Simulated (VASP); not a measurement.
A run of VASP 6.6.1:

File INCAR:

```
SYSTEM = MgH2
ALGO     = Normal         ! electronic algorithm
EDIFF    = 1E-8           ! SCF threshold, eV
ENCUT    = 520            ! plane-wave cutoff, eV
GGA      = PE             ! functional
ISIF     = 2              ! what is computed and relaxed
ISMEAR   = -1             ! smearing method
LASPH    = .True.         ! aspherical terms in the spheres
LCHARG   = .False.        ! write CHGCAR
LEFG     = .True.       
LREAL    = .False.        ! projectors in reciprocal space
LWAVE    = .False.        ! write WAVECAR
NBANDS   = 9              ! bands
NELM     = 60             ! most SCF steps
PREC     = Accurate       ! precision mode
SIGMA    = 0.05           ! smearing width, eV
```

Contents of KPOINTS:

```
k-points
0
Gamma
  14 14 14
  0 0 0
```

Contents of POSCAR:

```
MgH2
1.0
    0.0000000000      2.3787051980      2.3787051980
    2.3787051980      0.0000000000      2.3787051980
    2.3787051980      2.3787051980      0.0000000000
Mg H
1 2
Direct
    0.0000000000      0.0000000000      0.0000000000
    0.2500000000      0.2500000000      0.2500000000
    0.7500000000      0.7500000000      0.7500000000
```

Potentials or basis: VASP PAW PBE potentials, release 64 (Mg, H).

The run is started by

```console
$ cat potpaw_PBE.64/Mg/POTCAR potpaw_PBE.64/H/POTCAR > POTCAR
$ mpirun -np 1 vasp_std > vasp.out
```

Hardware: 1 thread of Intel(R) Xeon(R) 6975P-C (Granite Rapids), on a shared host.

How long does it take, and how much memory?

Run time: 14 s on 1 thread of Intel(R) Xeon(R) 6975P-C (Granite Rapids) (shared host), peak memory 0.17 GiB. Counts: scf iterations 14, k points 104.
